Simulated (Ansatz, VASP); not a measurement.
## One calculation of Hf, two programs

File INCAR:

```
SYSTEM = Hf
  PREC = Accurate
  ENCUT = 520
  EDIFF = 1E-6
  ISMEAR = -1
  SIGMA = 0.03
  LREAL = .False.
  LASPH = .True.
  NELM = 60
  ALGO = Normal
  ISIF = 2
  LWAVE = .False.
  LCHARG = .False.
  GGA = PE
  NBANDS = 11
```

File KPOINTS:

```
regular mesh
0
Gamma
  12 12 12
  0 0 0
```

Contents of POSCAR:

```
Hf
1.0
    0.0000000000      2.2200000000      2.2200000000
    2.2200000000      0.0000000000      2.2200000000
    2.2200000000      2.2200000000      0.0000000000
Hf
1
Direct
    0.0000000000      0.0000000000      0.0000000000
```

Input for Ansatz:

```yaml
crystal:
  lattice:
    - [0.0, 2.22, 2.22]
    - [2.22, 0.0, 2.22]
    - [2.22, 2.22, 0.0]
  atoms:
    - { symbol: Hf, position: [0.0, 0.0, 0.0] }
kpoints:
  mp_grid: { grid: [12, 12, 12] }
scf:
  occupations: { method: fermi_dirac, width: 0.03 }
hamiltonian:
  xc: pbe
  pseudopotentials: { kind: all_electron, lapw: { basis_error: 0.00025 } }
output:
  forces: true
  stress: true
  eigenvalues: true
```

Alike in both runs: task single point; functional PBE; k mesh 12 × 12 × 12; occupations fermi-dirac, width 0.03 eV; no spin polarisation.

|  | VASP | Ansatz |
| --- | --- | --- |
| version | VASP 6.6.1 | Ansatz 0.2.0 |
| potentials or method | VASP PAW PBE potentials, release 64 (Hf_pv), cutoff 520 eV | all-electron LAPW, scalar-relativistic |

```tsv
	VASP	Ansatz	Ansatz less VASP
pressure (GPa)	2.6	3.1	+0.48
```

Ansatz ran all-electron here, and VASP with PAW potentials.

Neither program's run includes spin-orbit coupling.
